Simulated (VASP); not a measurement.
# As (P4/mmm) in VASP: notebook

Runs on As. Level: PBE. Tasks: single point.

Everything below comes from runs of VASP 6.6.1. Logs are shortened: lines on timing, memory, paths and dates and some standing lists are left out, and cuts for length are marked.

**1. The cell of the first run**

Symmetry: P4/mmm, No. 123, tetragonal system. Conventional cell: a = 2.433 Å, b = 2.433 Å, c = 2.704 Å, α = 90.00°, β = 90.00°, γ = 90.00°. As (site symmetry 4/mmm) has 6 As at 2.43 to 2.70 Å within 3.2 Å.

**2. Single point, PBE (strain -0.1000 x Voigt [1, 1, 0, 0, 0, 0])**

Contents of INCAR:

```
PREC = Accurate ; ENCUT = 520
EDIFF = 1E-7 ; ISMEAR = 0
SIGMA = 0.15 ; LREAL = F
LASPH = T ; NELM = 60
ALGO = Normal ; ISIF = 2
LWAVE = F ; LCHARG = T
GGA = PE ; LELF = T
LVHAR = T ; NBANDS = 8
```

Contents of KPOINTS:

```
Automatic mesh
0
Gamma
  18 18 18
```

Contents of POSCAR:

```
As
1.0
    2.4333135700      0.0000000000      0.0000000000
    0.0000000000      2.4333135700      0.0000000000
    0.0000000000      0.0000000000      2.7036817444
As
1
Direct
    0.5000000000      0.5000000000      0.5000000000
```

Potentials or basis: VASP PAW PBE potentials, release 64 (As).

Command:

```sh
$ cat potpaw_PBE.64/As/POTCAR > POTCAR
$ mpirun -np 1 vasp_std > vasp.out
```

OUTCAR:

```text
PREC = Accurate
   ENCUT = 520
   EDIFF = 1E-7
   ISMEAR = 0
   LREAL = F
   LASPH = T
   NELM = 60
   ISIF = 2
   GGA = PE

 ion  position               nearest neighbor table
   1  0.500  0.500  0.500-

  LATTYP: Found a simple tetragonal cell.
 ALAT       =     2.4333135700
 C/A-ratio  =     1.1111111111

  Lattice vectors:

 A1 = (   2.4333135700,   0.0000000000,   0.0000000000)
 A2 = (   0.0000000000,   2.4333135700,   0.0000000000)
 A3 = (   0.0000000000,   0.0000000000,   2.7036817444)

Analysis of symmetry for initial positions (statically):
=====================================================================
 Subroutine PRICEL returns:
 Original cell was already a primitive cell.

 Routine SETGRP: Setting up the symmetry group for a
 simple tetragonal supercell.

 Subroutine GETGRP returns: Found 16 space group operations
 (whereof 16 operations were pure point group operations)
 out of a pool of 16 trial point group operations.

The static configuration has the point symmetry D_4h.

Analysis of symmetry for dynamics (positions and initial velocities):
=====================================================================
 Subroutine PRICEL returns:
 Original cell was already a primitive cell.

 Routine SETGRP: Setting up the symmetry group for a
 simple tetragonal supercell.

 Subroutine GETGRP returns: Found 16 space group operations
 (whereof 16 operations were pure point group operations)
 out of a pool of 16 trial point group operations.

The dynamic configuration has the point symmetry D_4h.

 Subroutine INISYM returns: Found 16 space group operations
 (whereof 16 operations are pure point group operations),
 and found     1 'primitive' translations

----------------------------------------------------------------------------------------

                                     Primitive cell

  volume of cell :      16.0085

  direct lattice vectors                    reciprocal lattice vectors
     2.433313570  0.000000000  0.000000000     0.410962242  0.000000000  0.000000000
     0.000000000  2.433313570  0.000000000     0.000000000  0.410962242  0.000000000
     0.000000000  0.000000000  2.703681744     0.000000000  0.000000000  0.369866018

  length of vectors
     2.433313570  2.433313570  2.703681744     0.410962242  0.410962242  0.369866018

  position of ions in fractional coordinates (direct lattice)
     0.500000000  0.500000000  0.500000000

  ion indices of the primitive-cell ions
   primitive index   ion index
                 1           1

----------------------------------------------------------------------------------------

 KPOINTS: Automatic mesh

Automatic generation of k-mesh.
 Grid dimensions read from file:
 generate k-points for:   18   18   18

 Generating k-lattice:

  Cartesian coordinates                     Fractional coordinates (reciprocal lattice)
     0.022831236  0.000000000  0.000000000     0.055555556  0.000000000  0.000000000
     0.000000000  0.022831236  0.000000000     0.000000000  0.055555556  0.000000000
     0.000000000  0.000000000  0.020548112     0.000000000  0.000000000  0.055555556

  Length of vectors
     0.022831236  0.022831236  0.020548112

  Shift w.r.t. Gamma in fractional coordinates (k-lattice)
     0.000000000  0.000000000  0.000000000

 Subroutine IBZKPT returns following result:
 ===========================================

 Found    550 irreducible k-points:

 Following reciprocal coordinates:
            Coordinates               Weight
  0.000000  0.000000  0.000000      1.000000
  0.055556  0.000000  0.000000      4.000000
  0.111111  0.000000  0.000000      4.000000
  0.166667  0.000000  0.000000      4.000000
  0.222222  0.000000  0.000000      4.000000
  0.277778  0.000000  0.000000      4.000000
[... 16 lines left out ...]
  0.277778  0.111111  0.000000      8.000000
  0.333333  0.111111  0.000000      8.000000
 [... further k-points ...]
   k-points           NKPTS =    550   k-points in BZ     NKDIM =    550   number of bands    NBANDS=      8
   number of dos      NEDOS =    301   number of ions     NIONS =      1
   total plane-waves  NPLWV =   6480
   dimension x,y,z NGX =    18 NGY =   18 NGZ =   20
   dimension x,y,z NGXF=    36 NGYF=   36 NGZF=   40
   ions per type =               1
   NGX,Y,Z   is equivalent  to a cutoff of  12.30, 12.30, 12.30 a.u.
   NGXF,Y,Z  is equivalent  to a cutoff of  24.60, 24.60, 24.60 a.u.
 SYSTEM =  unknown system
   PREC   = accura    normal or accurate (medium, high low for compatibility)
   ISTART =      0    job   : 0-new  1-cont  2-samecut
   ICHARG =      2    charge: 1-file 2-atom 10-const
   ISPIN  =      1    spin polarized calculation?
   LNONCOLLINEAR =      F non collinear calculations
   LSORBIT =      F    spin-orbit coupling
   LASPH  =      T    aspherical Exc in radial PAW
   ENCUT  =  520.0 eV  38.22 Ry    6.18 a.u.   4.52  4.52  5.03*2*pi/ulx,y,z
   NELM   =     60;   NELMIN=  2; NELMDL= -5     # of ELM steps
   EDIFF  = 0.1E-06   stopping-criterion for ELM
   LREAL  =      F    real-space projection
   EDIFFG = 0.1E-05   stopping-criterion for IOM
   NSW    =      0    number of steps for IOM
   IBRION =     -1    ionic relax: 0-MD 1-quasi-New 2-CG
   NFREE  =      0    steps in history (QN), initial steepest desc. (CG)
   ISIF   =      2    stress and relaxation
   ISYM   =      2    0-nonsym 1-usesym 2-fastsym
   POTIM  = 0.5000    time-step for ionic-motion
   TEBEG  =    0.0;   TEEND  =   0.0 temperature during run
   PSTRESS=    0.0 pullay stress
   NELECT =       5.0000    total number of electrons
   NUPDOWN=      -1.0000    fix difference up-down
   EMIN   =  10.00;   EMAX   =-10.00  energy-range for DOS
   EFERMI =   0.00;   METHOD = LEGACY
   ISMEAR =     0;   SIGMA  =   0.15  broadening in eV -4-tet -1-fermi 0-gaus
   EFERMI_NEDOS =   21; number of points for ismear=-14 and -15
   IALGO  =     38    algorithm
   IMIX   =      4    mixing-type and parameters
     AMIX     =   0.40;   BMIX     =  1.00
     AMIX_MAG =   1.60;   BMIX_MAG =  1.00
  volume/ion in A,a.u.               =      16.01       108.03
  Fermi-wavevector in a.u.,A,eV,Ry     =   1.110745  2.099003 16.786240  1.233754
  Thomas-Fermi vector in A             =   2.247300
   LORBIT       =      0    0 simple, 1 ext, 2 COOP (PROOUT), +10 PAW based schemes
   GGA     = PE    functional components
   LHFCALC =     F    Hartree Fock is set to
   AEXX    =    0.0000 exact exchange contribution
   IVDW    =     0    specifies the selected vdW correction
   LEPSILON=     F    determine dielectric tensor
   LRPA    =     F    only Hartree local field effects (RPA)
 non-spin polarized calculation
 Gauss-broadening in eV      SIGMA  =   0.15
  energy-cutoff  :      520.00
  volume of cell :       16.01
 maximum number of plane-waves:       450
   NGX =  9   NGY =  9   NGZ = 11

 number of electron       5.0000001 magnetization

 Free energy of the ion-electron system (eV)
  ---------------------------------------------------
  ext. energy  EPLUGINS =         0.00000000
  ---------------------------------------------------
  free energy    TOTEN  =        -4.08153140 eV

  energy without entropy =       -4.07786082  energy(sigma->0) =       -4.07969611

 E-fermi :   8.6990     XC(G=0): -11.3692

 val. band max:        8.6970807430   @ k =   0.3889   0.3889   0.4444
 cond. band min:       8.7008064402   @ k =   0.1111   0.0000   0.1111
 fundamental gap:      0.0037256972
 Fermi energy:         8.6989504318

 k-point     1 :       0.0000    0.0000    0.0000
  band No.  band energies     occupation
      1      -8.6374      2.00000
      2      10.8029      0.00000
      3      15.0812      0.00000
      4      15.0812      0.00000
      5      15.5658      0.00000
      6      18.2805      0.00000
      7      22.0767      0.00000
      8      35.4353      0.00000

 k-point     2 :       0.0556    0.0000    0.0000
  band No.  band energies     occupation
      1      -8.5615      2.00000
      2      10.8761      0.00000
      3      13.7662      0.00000
      4      15.1551      0.00000
      5      15.7347      0.00000
      6      19.1031      0.00000
      7      22.6280      0.00000
      8      33.9523      0.00000

 k-point     3 :       0.1111    0.0000    0.0000
  band No.  band energies     occupation
      1      -8.3340      2.00000
      2      11.0938      0.00000
      3      11.6123      0.00000
      4      15.3748      0.00000
      5      15.9570      0.00000
      6      20.0144      0.00000
      7      24.3176      0.00000
      8      31.8051      0.00000

 k-point     4 :       0.1667    0.0000    0.0000
  band No.  band energies     occupation
      1      -7.9558      2.00000
      2       9.3790      0.00000
      3      11.4497      0.00000
      4      15.7339      0.00000
      5      16.2980      0.00000
      6      20.6063      0.00000
      7      26.6573      0.00000
      8      29.7087      0.00000

 k-point     5 :       0.2222    0.0000    0.0000
  band No.  band energies     occupation
      1      -7.4293      2.00000
      2       7.2138      2.00000
      3      11.9313      0.00000
      4      16.2201      0.00000
      5      16.7673      0.00000
      6      21.1390      0.00000
      7      27.7393      0.00000
      8      28.7967      0.00000

 k-point     6 :       0.2778    0.0000    0.0000
  band No.  band energies     occupation
      1      -6.7597      2.00000
      2       5.1709      2.00000
      3      12.5170      0.00000
      4      16.8118      0.00000
      5      17.3615      0.00000
      6      21.6999      0.00000
      7      25.9319      0.00000
      8      28.5240      0.00000

 k-point     7 :       0.3333    0.0000    0.0000
  band No.  band energies     occupation
      1      -5.9601      2.00000
      2       3.2864      2.00000
      3      13.1679      0.00000
      4      17.4706      0.00000
      5      18.0687      0.00000
      6      22.2612      0.00000
      7      24.3298      0.00000
      8      27.1653      0.00000

 k-point     8 :       0.3889    0.0000    0.0000
  band No.  band energies     occupation
      1      -5.0657      2.00000
      2       1.6091      2.00000
      3      13.8128      0.00000
      4      18.1256      0.00000
      5      18.8577      0.00000
      6      22.6421      0.00000
      7      23.0052      0.00000
      8      26.1574      0.00000

 k-point     9 :       0.4444    0.0000    0.0000
  band No.  band energies     occupation
      1      -4.1932      2.00000
      2       0.2639      2.00000
      3      14.3246      0.00000
      4      18.6485      0.00000
      5      19.6294      0.00000
      6      22.0856      0.00000
      7      22.5218      0.00000
      8      26.0156      0.00000

 k-point    10 :       0.5000    0.0000    0.0000
  band No.  band energies     occupation
      1      -3.7480      2.00000
      2      -0.3394      2.00000
      3      14.5279      0.00000
      4      18.8573      0.00000
      5      20.0301      0.00000
      6      21.7464      0.00000
      7      22.2624      0.00000
      8      25.7935      0.00000
[... 78 lines left out ...]
 k-point    18 :       0.4444    0.0556    0.0000
  band No.  band energies     occupation
      1      -4.1177      2.00000
      2       0.3368      2.00000
      3      14.3981      0.00000
      4      17.4112      0.00000
      5      20.1508      0.00000
      6      22.1512      0.00000
      7      22.6304      0.00000
      8      24.2038      0.00000

 k-point    19 :       0.5000    0.0556    0.0000
  band No.  band energies     occupation
      1      -3.6725      2.00000
      2      -0.2664      2.00000
      3      14.6015      0.00000
      4      17.6354      0.00000
      5      20.7004      0.00000
      6      21.8120      0.00000
      7      22.1444      0.00000
      8      23.8354      0.00000

 k-point    20 :       0.1111    0.1111    0.0000
  band No.  band energies     occupation
      1      -8.0307      2.00000
      2      11.3847      0.00000
      3      11.4543      0.00000
      4      12.4185      0.00000
      5      16.5073      0.00000
      6      22.8956      0.00000
      7      25.1148      0.00000
      8      32.0484      0.00000

 k-point    21 :       0.1667    0.1111    0.0000
  band No.  band energies     occupation
      1      -7.6527      2.00000
      2       9.5920      0.00000
      3      11.7405      0.00000
      4      12.4189      0.00000
      5      16.8654      0.00000
      6      23.9420      0.00000
      7      26.7855      0.00000
      8      29.9608      0.00000

 k-point    22 :       0.2222    0.1111    0.0000
  band No.  band energies     occupation
      1      -7.1264      2.00000
      2       7.4725      2.00000
      3      12.2221      0.00000
      4      12.8669      0.00000
      5      17.3476      0.00000
      6      24.4092      0.00000
      7      27.7135      0.00000
      8      27.9951      0.00000

 k-point    23 :       0.2778    0.1111    0.0000
  band No.  band energies     occupation
      1      -6.4571      2.00000
      2       5.4460      2.00000
      3      12.8078      0.00000
      4      13.4550      0.00000
      5      17.9579      0.00000
      6      24.4723      0.00000
      7      26.1905      0.00000
      8      26.5070      0.00000

 k-point    24 :       0.3333    0.1111    0.0000
  band No.  band energies     occupation
      1      -5.6578      2.00000
      2       3.5696      2.00000
      3      13.4588      0.00000
      4      14.1330      0.00000
      5      18.6902      0.00000
      6      23.7081      0.00000
      7      24.5904      0.00000
      8      25.6552      0.00000

 [... further k-points ...]

------------------------ aborting loop because EDIFF is reached ----------------------------------------

  FORCE on cell =-STRESS in cart. coord.  units (eV):
  Direction    XX          YY          ZZ          XY          YZ          ZX
  --------------------------------------------------------------------------------------
  -------------------------------------------------------------------------------------
  Total        4.6657480      4.6657480      1.2748018      0.0000000      0.0000000      0.0000000
  in kB      466.9604870    466.9604870    127.5855623      0.0000000      0.0000000      0.0000000
  external PRESSURE =     353.8355121 kB  Pullay stress =       0.0000000 kB

 VOLUME and BASIS-vectors are now :
 -----------------------------------------------------------------------------
  energy-cutoff  :      520.00
  volume of cell :       16.01
      direct lattice vectors                 reciprocal lattice vectors
     2.433313570  0.000000000  0.000000000     0.410962242  0.000000000  0.000000000
     0.000000000  2.433313570  0.000000000     0.000000000  0.410962242  0.000000000
     0.000000000  0.000000000  2.703681744     0.000000000  0.000000000  0.369866018

 POSITION                                       TOTAL-FORCE (eV/Angst)
 -----------------------------------------------------------------------------------
      1.21666      1.21666      1.35184         0.000000      0.000000      0.000000
 -----------------------------------------------------------------------------------
    total drift:                                0.000000      0.000000      0.000000

  FREE ENERGIE OF THE ION-ELECTRON SYSTEM (eV)
  ---------------------------------------------------
  free  energy   TOTEN  =        -4.0815313989 eV

  energy  without entropy=       -4.0778608214  energy(sigma->0) =       -4.07969611
```

Run time: 34 s. Hardware: 1 thread of Intel Xeon Platinum 8488C (Sapphire Rapids), shared host; peak memory 0.18 GiB.

Results:

```
Free energy : -4.0815 eV
Pressure    : 35.4 GPa
```

Caveat: the cell differs from its parent crystal (strain -0.1000 x Voigt [1, 1, 0, 0, 0, 0]).

**3. Single point, PBE**

This run uses another cell than the first one, of 23.91 Å³/atom, 1.494 times its volume.

Contents of INCAR:

```
  PREC = Accurate
  ENCUT = 520
  EDIFF = 1E-6
  ISMEAR = 0
  SIGMA = 0.15
  LREAL = False
  LASPH = True
  NELM = 100
  ALGO = Normal
  ISIF = 2
  LWAVE = False
  LCHARG = False
  GGA = PE
  NBANDS = 8
```

Contents of KPOINTS:

```
regular mesh
0
Gamma
  18 18 18
```

Contents of POSCAR:

```
As
1.0
    2.9740499188      0.0000000000      0.0000000000
    0.0000000000      2.9740499188      0.0000000000
    0.0000000000      0.0000000000      2.7036817444
As
1
Direct
    0.5000000000      0.5000000000      0.5000000000
```

Potentials or basis: VASP PAW PBE potentials, release 64 (As).

Command:

```sh
$ cat potpaw_PBE.64/As/POTCAR > POTCAR
$ mpirun -np 1 vasp_std > vasp.out
```

Run time: 29 s. Hardware: 1 thread of Intel Xeon Platinum 8488C (Sapphire Rapids), shared host; peak memory 0.21 GiB.

Results (log left out):

```
Free energy : -4.4019 eV
Pressure    : -7.8 GPa
```

Stress tensor (GPa, compression positive):
```
-11.09   0.00   0.00
  0.00 -11.09   0.00
  0.00   0.00  -1.11
```

Levels at points of the mesh, in eV from the Fermi level:
| k point | band 1 | band 2 | band 3 | band 4 | band 5 | band 6 |
| --- | --- | --- | --- | --- | --- | --- |
| (0.00, 0.00, 0.00) | -13.48 | 2.57 | 2.57 | 5.40 | 7.56 | 7.75 |
| (0.50, 0.00, 0.00) | -11.50 | -5.45 | 4.00 | 6.77 | 10.03 | 12.93 |
| (0.50, 0.50, 0.00) | -9.53 | -3.56 | -3.56 | 3.15 | 8.03 | 15.22 |
| (0.00, 0.00, 0.50) | -10.21 | -5.72 | 4.93 | 4.93 | 10.80 | 12.22 |
| (0.50, 0.00, 0.50) | -8.17 | -3.99 | -2.59 | 3.43 | 6.23 | 14.25 |
| (0.50, 0.50, 0.50) | -6.05 | -2.46 | -0.93 | -0.93 | 6.01 | 6.01 |
